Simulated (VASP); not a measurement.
Here is a VASP 6.6.1 calculation.

The input INCAR:

```
  PREC = Accurate
  ENCUT = 520
  EDIFF = 1E-8
  ISMEAR = -1
  SIGMA = 0.05
  LREAL = False
  LASPH = True
  NELM = 100
  ALGO = Normal
  ISIF = 2
  LWAVE = False
  LCHARG = False
  GGA = PE
  LEFG = True
  NBANDS = 33
```

KPOINTS

```
Automatic mesh
0
Gamma
  7 7 10
```

The input POSCAR:

```
TiO2
1.0
    4.5940000000      0.0000000000      0.0000000000
    0.0000000000      4.5940000000      0.0000000000
    0.0000000000      0.0000000000      2.9885900000
Ti O
2 4
Direct
    0.0000000000      0.0000000000      0.0000000000
    0.5000000000      0.5000000000      0.5000000000
    0.3060000000      0.3060000000      0.0000000000
    0.1940000000      0.8060000000      0.5000000000
    0.6940000000      0.6940000000      0.0000000000
    0.8060000000      0.1940000000      0.5000000000
```

Potentials or basis: VASP PAW PBE potentials, release 64 (Ti_sv, O).

The run is started by

```console
$ cat potpaw_PBE.64/Ti_sv/POTCAR potpaw_PBE.64/O/POTCAR > POTCAR
$ mpirun -np 1 vasp_std > vasp.out
```

Estimate the pressure.

3.2 GPa.

What does it give for the largest force?

0.201 eV/Å.

Forces in eV/Å, atoms in the order of the input:
```
Ti   0.000  0.000  0.000
Ti   0.000  0.000  0.000
O   -0.142 -0.142  0.000
O    0.142 -0.142  0.000
O    0.142  0.142  0.000
O   -0.142  0.142  0.000
```

Caveat: the cell differs from its parent crystal (zz strain of +1 %); without QUAD_EFG the Cq values of the log hold for a quadrupole moment of 1 mb, not for the nuclei.
